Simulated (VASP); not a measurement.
Set up this calculation in VASP 6.6.1, as the native input.

```
Task                   : single point
Functional             : PBE
Potentials or basis    : VASP PAW PBE potentials, release 64 (Ag)
Cutoff                 : 500 eV
k mesh                 : 16 × 16 × 16
Occupations            : fermi-dirac, width 0.1 eV
Spin                   : no spin polarisation
Dipole correction      : no
Further INCAR settings : ALGO = Normal; EDIFF = 1e-06; NBANDS = 12
```

The structure of Ag lies in POSCAR:

```
Ag
1.0
    2.5462186071      0.0000000000      0.0000000000
    0.0000000000      2.5462186071      0.0000000000
    0.0000000000      0.0000000000      2.5462186071
Ag
1
Direct
    0.0000000000      0.0000000000      0.0000000000
```

This isn't the form of Ag at room conditions, which is fcc.

The input as run:

INCAR

```
PREC = Accurate
ENCUT = 500
EDIFF = 1E-6
ISMEAR = -1
SIGMA = 0.1
LREAL = F
LASPH = T
NELM = 120
ALGO = Normal
ISIF = 2
LWAVE = F
LCHARG = F
GGA = PE
NBANDS = 12
GGA_COMPAT = F
```

KPOINTS

```
regular mesh
0
Gamma
  16 16 16
```

Potentials or basis: VASP PAW PBE potentials, release 64 (Ag).

Run with:

```console
$ cat potpaw_PBE.64/Ag/POTCAR > POTCAR
$ mpirun -np 1 vasp_std > vasp.out
```

It gave:

```yaml
Pressure: 29.6 GPa
Band_gap_on_the_k_mesh: zero (an odd number of electrons rules out a gap without spin polarisation)
```

Caveat: the cell stands under pressure.

Wall time 12 s on 1 thread of AMD EPYC 9R45 (Zen 5), on a shared host, peak memory 0.11 GiB.
